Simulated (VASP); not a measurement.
# AlGa3N4 (Cm) in VASP: single point with PBEsol

Aim: the single point of AlGa3N4 with PBEsol.

Program: VASP 6.6.1. These are calculated values, not measurements. Logs are shortened: lines on timing, memory, paths and dates and some standing lists are left out, and cuts for length are marked.

**1. The cell of the first run**

Symmetry: Cm, No. 8, monoclinic system. Conventional cell: a = 6.318 Å, b = 6.318 Å, c = 4.468 Å, α = 90.00°, β = 90.00°, γ = 90.00°. Al (site symmetry m) has 4 N at 1.90 to 2.15 Å within 2.5 Å. Within 2.6 Å of Ga (site symmetry 1) lie 4 N at 1.95 to 1.97 Å. Within 2.3 Å of Ga (site symmetry m) lie 4 N at 1.71 to 1.95 Å. N (site symmetry m) has 3 Ga at 1.71 to 1.97 Å and 1 Al at 2.15 Å within 2.3 Å. N (site symmetry m) has 1 Al at 1.90 Å and 3 Ga at 1.95 Å within 2.5 Å. N (site symmetry 1) has 1 Al at 1.90 Å and 3 Ga at 1.95 Å within 2.5 Å.

**2. Single point, PBEsol (atom 5 (N) moved -0.300 Å towards its neighbour atom 6 (N) at 3.096 Å)**

The input, INCAR:

```
  PREC = Accurate
  ENCUT = 520
  EDIFF = 1E-6
  ISMEAR = 0
  SIGMA = 0.05
  LREAL = F
  LASPH = T
  NELM = 60
  ALGO = Normal
  ISIF = 2
  LWAVE = F
  LCHARG = T
  GGA = PS
  LELF = T
  LVHAR = T
  NBANDS = 41
```

The input, KPOINTS:

```
regular mesh
0
Gamma
  6 6 6
```

The input, POSCAR:

```
AlGa3N4
1.0
    4.4676279261      0.0000000000      0.0000000000
    0.0000000000      4.4676279261      0.0000000000
    0.0000000000      0.0000000000      4.4676279261
Al Ga N
1 3 4
Direct
    0.0000000000      0.0000000000      0.0000000000
    0.5000000000      0.5000000000      0.0000000000
    0.5000000000      0.0000000000      0.5000000000
    0.0000000000      0.5000000000      0.5000000000
    0.7550309220      0.7075488940      0.2924511060
    0.7550309220      0.2449690780      0.7550309220
    0.2449690780      0.7550309220      0.7550309220
    0.2449690780      0.2449690780      0.2449690780
```

Potentials or basis: VASP PAW PBE potentials, release 64 (Al, Ga_d, N).

Launch:

```console
$ cat potpaw_PBE.64/Al/POTCAR potpaw_PBE.64/Ga_d/POTCAR potpaw_PBE.64/N/POTCAR > POTCAR
$ mpirun -np 1 vasp_std > vasp.out
```

OUTCAR:

```text
PREC = Accurate
   ENCUT = 520
   EDIFF = 1E-6
   ISMEAR = 0
   LREAL = F
   LASPH = T
   NELM = 60
   ISIF = 2
   GGA = PS

 ion  position               nearest neighbor table
   1  0.000  0.000  0.000-   6 1.90   7 1.90   8 1.90   5 2.15
   2  0.500  0.500  0.000-   6 1.95   7 1.95   8 1.95   5 1.97
   3  0.500  0.000  0.500-   6 1.95   7 1.95   8 1.95   5 1.97
   4  0.000  0.500  0.500-   5 1.71   6 1.95   7 1.95   8 1.95
   5  0.755  0.708  0.292-   4 1.71   3 1.97   2 1.97   1 2.15
   6  0.755  0.245  0.755-   1 1.90   2 1.95   3 1.95   4 1.95
   7  0.245  0.755  0.755-   1 1.90   2 1.95   3 1.95   4 1.95
   8  0.245  0.245  0.245-   1 1.90   2 1.95   3 1.95   4 1.95

  LATTYP: Found a simple cubic cell.
 ALAT       =     4.4676279261

  Lattice vectors:

 A1 = (   4.4676279261,   0.0000000000,   0.0000000000)
 A2 = (   0.0000000000,   4.4676279261,   0.0000000000)
 A3 = (   0.0000000000,   0.0000000000,   4.4676279261)

Analysis of symmetry for initial positions (statically):
=====================================================================
 Subroutine PRICEL returns:
 Original cell was already a primitive cell.

 Routine SETGRP: Setting up the symmetry group for a
 simple cubic supercell.

 Subroutine GETGRP returns: Found  2 space group operations
 (whereof  2 operations were pure point group operations)
 out of a pool of 48 trial point group operations.

The static configuration has the point symmetry C_1h.

Analysis of symmetry for dynamics (positions and initial velocities):
=====================================================================
 Subroutine PRICEL returns:
 Original cell was already a primitive cell.

 Routine SETGRP: Setting up the symmetry group for a
 simple cubic supercell.

 Subroutine GETGRP returns: Found  2 space group operations
 (whereof  2 operations were pure point group operations)
 out of a pool of 48 trial point group operations.

The dynamic configuration has the point symmetry C_1h.

 Subroutine INISYM returns: Found  2 space group operations
 (whereof  2 operations are pure point group operations),
 and found     1 'primitive' translations

----------------------------------------------------------------------------------------

                                     Primitive cell

  volume of cell :      89.1725

  direct lattice vectors                    reciprocal lattice vectors
     4.467627926  0.000000000  0.000000000     0.223832427  0.000000000  0.000000000
     0.000000000  4.467627926  0.000000000     0.000000000  0.223832427  0.000000000
     0.000000000  0.000000000  4.467627926     0.000000000  0.000000000  0.223832427

  length of vectors
     4.467627926  4.467627926  4.467627926     0.223832427  0.223832427  0.223832427

  position of ions in fractional coordinates (direct lattice)
     0.000000000  0.000000000  0.000000000
     0.500000000  0.500000000  0.000000000
     0.500000000  0.000000000  0.500000000
     0.000000000  0.500000000  0.500000000
     0.755030922  0.707548894  0.292451106
     0.755030922  0.244969078  0.755030922
     0.244969078  0.755030922  0.755030922
     0.244969078  0.244969078  0.244969078

  ion indices of the primitive-cell ions
   primitive index   ion index
                 1           1
                 2           2
                 3           3
                 4           4
                 5           5
                 6           6
                 7           7
                 8           8

----------------------------------------------------------------------------------------

 KPOINTS: regular mesh

Automatic generation of k-mesh.
 Grid dimensions read from file:
 generate k-points for:    6    6    6

 Generating k-lattice:

  Cartesian coordinates                     Fractional coordinates (reciprocal lattice)
     0.037305404  0.000000000  0.000000000     0.166666667  0.000000000  0.000000000
     0.000000000  0.037305404  0.000000000     0.000000000  0.166666667  0.000000000
     0.000000000  0.000000000  0.037305404     0.000000000  0.000000000  0.166666667

  Length of vectors
     0.037305404  0.037305404  0.037305404

  Shift w.r.t. Gamma in fractional coordinates (k-lattice)
     0.000000000  0.000000000  0.000000000

 Subroutine IBZKPT returns following result:
 ===========================================

 Found     68 irreducible k-points:

 Following reciprocal coordinates:
            Coordinates               Weight
  0.000000  0.000000  0.000000      1.000000
  0.166667  0.000000  0.000000      2.000000
  0.000000  0.166667  0.000000      4.000000
  0.333333  0.000000  0.000000      2.000000
  0.000000  0.333333  0.000000      4.000000
  0.500000  0.000000  0.000000      1.000000
[... 16 lines left out ...]
  0.333333  0.000000  0.333333      4.000000
  0.000000 -0.333333  0.333333      2.000000
 [... further k-points ...]
   k-points           NKPTS =     68   k-points in BZ     NKDIM =     68   number of bands    NBANDS=     41
   number of dos      NEDOS =    301   number of ions     NIONS =      8
   total plane-waves  NPLWV =  46656
   dimension x,y,z NGX =    36 NGY =   36 NGZ =   36
   dimension x,y,z NGXF=    72 NGYF=   72 NGZF=   72
   ions per type =               1   3   4
   NGX,Y,Z   is equivalent  to a cutoff of  13.40, 13.40, 13.40 a.u.
   NGXF,Y,Z  is equivalent  to a cutoff of  26.79, 26.79, 26.79 a.u.
 SYSTEM =  unknown system
   PREC   = accura    normal or accurate (medium, high low for compatibility)
   ISTART =      0    job   : 0-new  1-cont  2-samecut
   ICHARG =      2    charge: 1-file 2-atom 10-const
   ISPIN  =      1    spin polarized calculation?
   LNONCOLLINEAR =      F non collinear calculations
   LSORBIT =      F    spin-orbit coupling
   LASPH  =      T    aspherical Exc in radial PAW
   ENCUT  =  520.0 eV  38.22 Ry    6.18 a.u.   8.31  8.31  8.31*2*pi/ulx,y,z
   NELM   =     60;   NELMIN=  2; NELMDL= -5     # of ELM steps
   EDIFF  = 0.1E-05   stopping-criterion for ELM
   LREAL  =      F    real-space projection
   EDIFFG = 0.1E-04   stopping-criterion for IOM
   NSW    =      0    number of steps for IOM
   IBRION =     -1    ionic relax: 0-MD 1-quasi-New 2-CG
   NFREE  =      0    steps in history (QN), initial steepest desc. (CG)
   ISIF   =      2    stress and relaxation
   ISYM   =      2    0-nonsym 1-usesym 2-fastsym
   POTIM  = 0.5000    time-step for ionic-motion
   TEBEG  =    0.0;   TEEND  =   0.0 temperature during run
   PSTRESS=    0.0 pullay stress
   NELECT =      62.0000    total number of electrons
   NUPDOWN=      -1.0000    fix difference up-down
   EMIN   =  10.00;   EMAX   =-10.00  energy-range for DOS
   EFERMI =   0.00;   METHOD = LEGACY
   ISMEAR =     0;   SIGMA  =   0.05  broadening in eV -4-tet -1-fermi 0-gaus
   EFERMI_NEDOS =   21; number of points for ismear=-14 and -15
   IALGO  =     38    algorithm
   IMIX   =      4    mixing-type and parameters
     AMIX     =   0.40;   BMIX     =  1.00
     AMIX_MAG =   1.60;   BMIX_MAG =  1.00
  volume/ion in A,a.u.               =      11.15        75.22
  Fermi-wavevector in a.u.,A,eV,Ry     =   1.450313  2.740694 28.618599  2.103408
  Thomas-Fermi vector in A             =   2.567939
   LORBIT       =      0    0 simple, 1 ext, 2 COOP (PROOUT), +10 PAW based schemes
   GGA     = PS    functional components
   LHFCALC =     F    Hartree Fock is set to
   AEXX    =    0.0000 exact exchange contribution
   IVDW    =     0    specifies the selected vdW correction
   LEPSILON=     F    determine dielectric tensor
   LRPA    =     F    only Hartree local field effects (RPA)
 non-spin polarized calculation
 Gauss-broadening in eV      SIGMA  =   0.05
  energy-cutoff  :      520.00
  volume of cell :       89.17
 maximum number of plane-waves:      2469
 NGX is ok and might be reduce to    36
   NGX = 17   NGY = 17   NGZ = 17

 number of electron      61.9999965 magnetization

 Free energy of the ion-electron system (eV)
  ---------------------------------------------------
  ext. energy  EPLUGINS =         0.00000000
  ---------------------------------------------------
  free energy    TOTEN  =       -54.09154188 eV

  energy without entropy =      -54.09154188  energy(sigma->0) =      -54.09154188

 E-fermi :   5.7066     XC(G=0): -11.7411

 val. band max:        5.5011816339   @ k =   0.0000   0.0000   0.0000
 cond. band min:       7.6106780836   @ k =   0.0000   0.0000   0.0000
 fundamental gap:      2.1094964497
 Fermi energy:         5.7065669679

 k-point     1 :       0.0000    0.0000    0.0000
  band No.  band energies     occupation
      1     -10.4563      2.00000
      2      -9.3289      2.00000
      3      -9.0356      2.00000
      4      -9.0286      2.00000
      5      -7.7803      2.00000
      6      -7.7689      2.00000
[... 33 lines left out ...]
     40      15.8133      0.00000
     41      16.0802      0.00000

 k-point     2 :       0.1667    0.0000    0.0000
  band No.  band energies     occupation
      1     -10.3468      2.00000
      2      -9.3400      2.00000
      3      -9.0556      2.00000
      4      -9.0372      2.00000
      5      -7.7803      2.00000
      6      -7.7559      2.00000
[... 33 lines left out ...]
     40      15.9165      0.00000
     41      16.2635      0.00000

 k-point     3 :       0.0000    0.1667    0.0000
  band No.  band energies     occupation
      1     -10.3491      2.00000
      2      -9.3421      2.00000
      3      -9.0593      2.00000
      4      -9.0314      2.00000
      5      -7.7794      2.00000
      6      -7.7558      2.00000
[... 875 lines left out ...]
      2      -9.3852      2.00000
      3      -9.1860      2.00000
      4      -9.0902      2.00000
      5      -7.7738      2.00000
      6      -7.7531      2.00000
[... 33 lines left out ...]
     40      14.8584      0.00000
     41      15.1779      0.00000

 k-point    24 :       0.0000   -0.3333    0.3333
  band No.  band energies     occupation
      1      -9.8124      2.00000
      2      -9.4005      2.00000
      3      -9.1453      2.00000
      4      -9.1028      2.00000
      5      -7.8048      2.00000
      6      -7.7389      2.00000
[... 33 lines left out ...]
     40      15.0083      0.00000
     41      15.3598      0.00000

 [... further k-points ...]

------------------------ aborting loop because EDIFF is reached ----------------------------------------

  FORCE on cell =-STRESS in cart. coord.  units (eV):
  Direction    XX          YY          ZZ          XY          YZ          ZX
  --------------------------------------------------------------------------------------
  -------------------------------------------------------------------------------------
  Total        2.4166162      1.3108377      1.3108377     -2.4020746     -1.5165896      2.4020770
  in kB       43.4197460     23.5520399     23.5520399    -43.1584751    -27.2488180     43.1585172
  external PRESSURE =      30.1746086 kB  Pullay stress =       0.0000000 kB

 VOLUME and BASIS-vectors are now :
 -----------------------------------------------------------------------------
  energy-cutoff  :      520.00
  volume of cell :       89.17
      direct lattice vectors                 reciprocal lattice vectors
     4.467627926  0.000000000  0.000000000     0.223832427  0.000000000  0.000000000
     0.000000000  4.467627926  0.000000000     0.000000000  0.223832427  0.000000000
     0.000000000  0.000000000  4.467627926     0.000000000  0.000000000  0.223832427

 POSITION                                       TOTAL-FORCE (eV/Angst)
 -----------------------------------------------------------------------------------
      0.00000      0.00000      0.00000        -0.260369     -0.575784      0.575784
      2.23381      2.23381      0.00000         0.103563     -0.129732      0.231356
      2.23381      0.00000      2.23381         0.103563     -0.231356      0.129732
      0.00000      2.23381      2.23381         2.557367     -2.314271      2.314271
      3.37320      3.16107      1.30656        -2.516574      4.369929     -4.369929
      3.37320      1.09443      3.37320        -0.030233     -0.604225      0.604225
      1.09443      3.37320      3.37320         0.021342      0.049199      0.563759
      1.09443      1.09443      1.09443         0.021342     -0.563759     -0.049199
 -----------------------------------------------------------------------------------
    total drift:                               -0.000095     -0.000499      0.000499

  FREE ENERGIE OF THE ION-ELECTRON SYSTEM (eV)
  ---------------------------------------------------
  free  energy   TOTEN  =       -54.0915418761 eV

  energy  without entropy=      -54.0915418761  energy(sigma->0) =      -54.09154188
```

Run time: 1.9 min. Hardware: 1 thread of AMD EPYC 9R45 (Zen 5), shared host; peak memory 0.3 GiB.

Results:

- Free energy: -54.0915 eV
- Pressure: 3.0 GPa
- Largest force: 6.673 eV/Å
- Band gap on the k mesh: 2.11 eV

Forces on the atoms (eV/Å):
```
Al  -0.260 -0.576  0.576
Ga   0.104 -0.130  0.231
Ga   0.104 -0.231  0.130
Ga   2.557 -2.314  2.314
N   -2.517  4.370 -4.370
N   -0.030 -0.604  0.604
N    0.021  0.049  0.564
N    0.021 -0.564 -0.049
```

Levels at points of the mesh, in eV from the valence-band top:
```
           k point  band 29  band 30  band 31  band 32  band 33  band 34
(0.00, 0.00, 0.00)    -0.25    -0.06     0.00     2.11     3.07     3.14
(0.50, 0.00, 0.00)    -1.50    -1.35    -1.31     4.60     4.65     5.80
(0.00, 0.50, 0.00)    -1.64    -1.34    -1.12     4.62     4.70     5.83
(0.50, 0.50, 0.00)    -1.11    -0.99    -0.74     6.08     6.39     6.76
(0.00, 0.50, 0.50)    -0.99    -0.90    -0.83     6.01     6.52     6.65
(0.50, 0.50, 0.50)    -0.86    -0.65    -0.62     4.63     4.74     4.97
```

Caveat: the cell differs from its parent crystal (atom 5 (N) moved -0.300 Å towards its neighbour atom 6 (N) at 3.096 Å); the cell stands under pressure; the PAW data sets were made with another functional, which shifts forces and pressure a little.
